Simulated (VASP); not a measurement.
Here is a VASP 6.6.1 calculation.

The input INCAR:

```
SYSTEM = Si
ALGO = Normal
DIPOL = 0.5 0.5 0.500
EDIFF = 1E-6
ENCUT = 520
GGA = PE
IDIPOL = 3
ISIF = 2
ISMEAR = 0
LASPH = .TRUE.
LCHARG = .FALSE.
LDIPOL = .TRUE.
LREAL = .FALSE.
LWAVE = .FALSE.
NBANDS = 11
NELM = 60
PREC = Accurate
SIGMA = 0.1
```

File KPOINTS:

```
k-points
0
G
  15 15 1
  0 0 0
```

The input POSCAR:

```
Si
1.0
    3.7500000000      0.0000000000      0.0000000000
   -1.8750000000      3.2475952642      0.0000000000
    0.0000000000      0.0000000000     28.0000000000
Si
2
Direct
    0.3333333333      0.6666666667      0.5101964286
    0.6666666667      0.3333333333      0.4898035714
```

Potentials or basis: VASP PAW PBE potentials, release 64 (Si).

Launch:

```sh
$ cat potpaw_PBE.64/Si/POTCAR > POTCAR
$ mpirun -np 1 vasp_std > vasp.out
```

(1) Estimate the band gap on the k mesh.

Answers

(1) zero (filled and empty bands touch).
